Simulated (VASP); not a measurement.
Wanted: the native input for a VASP 6.6.1 run.

```
Task                   : relaxation of cell and atoms
Functional             : PBE
Potentials or basis    : VASP PAW PBE potentials, release 64 (Mg, Cd, Te)
Cutoff                 : 600 eV
k mesh                 : 3 × 3 × 3
Occupations            : gaussian, width 0.2 eV
Spin                   : no spin polarisation
Dipole correction      : no
Further INCAR settings : ALGO = Normal; EDIFF = 1e-07; IBRION = 2; EDIFFG = -0.08; NSW = 36; ISIF = 3
```

The structure of Mg3Cd2Te3 lies in POSCAR:

```
Mg3Cd2Te3
1.0
    6.3221268600      0.0000000000      0.0000000000
   -3.1610634300      5.4751224700      0.0000000000
    0.0000000000      0.0000000000      5.0535706000
Mg Cd Te
3 2 3
Direct
    0.6533320000      0.8266660000      0.0000000000
    0.1733340000      0.8266660000      0.0000000000
    0.1733340000      0.3466680000      0.0000000000
    0.0000000000      0.0000000000      0.5000000000
    0.6666666700      0.3333333300      0.0000000000
    0.0125490000      0.5062745000      0.5000000000
    0.4937255000      0.5062745000      0.5000000000
    0.4937255000      0.9874510000      0.5000000000
```

The cell was generated, and may not be a known phase.

These files were run (other wordings do the same):

INCAR

```
PREC = Accurate
ENCUT = 600
EDIFF = 1E-7
ISMEAR = 0
SIGMA = 0.2
LREAL = F
LASPH = T
NELM = 80
ALGO = Normal
ISIF = 3
LWAVE = F
LCHARG = F
GGA = PE
IBRION = 2
NSW = 36
EDIFFG = -0.08
```

KPOINTS

```
Automatic mesh
0
Gamma
  3 3 3
```

Potentials or basis: VASP PAW PBE potentials, release 64 (Mg, Cd, Te).

The run is started by

```sh
$ cat potpaw_PBE.64/Mg/POTCAR potpaw_PBE.64/Cd/POTCAR potpaw_PBE.64/Te/POTCAR > POTCAR
$ mpirun -np 1 vasp_std > vasp.out
```

It gave:

- Relaxed volume: 28.20 Å³/atom
- Relaxed cell: a = 8.053 Å, b = 8.053 Å, c = 4.017 Å, α = 90.00°, β = 90.00°, γ = 120.00°
- Space group after relaxing (to 0.1 Å): P-6m2 (No. 187)
- Energy gained by relaxing: 347.0 meV/atom
- Ionic steps: 19
- Pressure after relaxing: 0.0 GPa
- Largest force after relaxing: 0.071 eV/Å
- Band gap on the k mesh: zero (bands 24 and 25 overlap by 0.01 eV)

Caveat: the k points lie up to 0.52 Å⁻¹ apart in the final cell; the volume moved by over 15 % at a fixed basis, so the end points are rough; semilocal functionals underestimate gaps, and a narrow one can read as zero; spin-orbit coupling is left out, which moves the levels of the heavy elements; the relaxation stopped at a loose force limit of 0.08 eV/Å, so its end isn't a converged minimum.

Run time: 6.1 min on 1 thread of Intel(R) Xeon(R) 6975P-C (Granite Rapids) (shared host), peak memory 0.38 GiB.
